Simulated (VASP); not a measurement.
The system is Ta4O.

```xyz
5
Lattice="4.2079 0.0000 0.0000 0.0000 4.2079 0.0000 0.0000 0.0000 4.2079" Properties=species:S:1:pos:R:3 pbc="T T T"
Ta    2.1040    0.0000    0.0000
Ta    0.0000    2.1040    0.0000
Ta    0.0000    0.0000    2.1040
Ta    2.1040    2.1040    2.1040
O     0.0000    0.0000    0.0000
```

The cell was generated, and may not be a known phase.

```yaml
Program: VASP 6.6.1
Task: relaxation of cell and atoms
Functional: PBE
Potentials_or_basis: VASP PAW PBE potentials, release 64 (Ta_pv, O)
Cutoff: 600 eV
k_mesh: 4 × 4 × 4
Occupations: gaussian, width 0.1 eV
Spin: no spin polarisation
```

At the start: pressure 15.4 GPa; volume 14.90 Å³/atom.

Problem. How do energy, volume and symmetry change on relaxing?

Solution. Over 4 steps the energy falls by 41.8 meV/atom and the volume is 15.82 Å³/atom (+6.2 %); space group Pm-3m (No. 221, to 0.1 Å) before and after.

The path:
| step | energy change (eV) | largest force (eV/Å) | pressure (GPa) | volume (Å³) |
| --- | --- | --- | --- | --- |
| 1 | 0.0000 | 0.0000 | 15.45 | 74.51 |
| 2 | 0.7893 | 0.0000 | -23.50 | 91.10 |
| 3 | -0.2085 | 0.0000 | -0.73 | 79.35 |
| 4 | -0.2091 | 0.0000 | -0.06 | 79.11 |

Final structure:
```yaml
crystal:
  lattice:
    - [4.29284, 0.00000, 0.00000]
    - [0.00000, 4.29284, 0.00000]
    - [0.00000, 0.00000, 4.29284]
  atoms:
    - { symbol: Ta, position: [0.50000, 0.00000, 0.00000] }
    - { symbol: Ta, position: [0.00000, 0.50000, 0.00000] }
    - { symbol: Ta, position: [0.00000, 0.00000, 0.50000] }
    - { symbol: Ta, position: [0.50000, 0.50000, 0.50000] }
    - { symbol: O, position: [0.00000, 0.00000, 0.00000] }
```

Caveat: the k points lie up to 0.37 Å⁻¹ apart in the final cell, too coarse for converged energies and pressures of a metal.
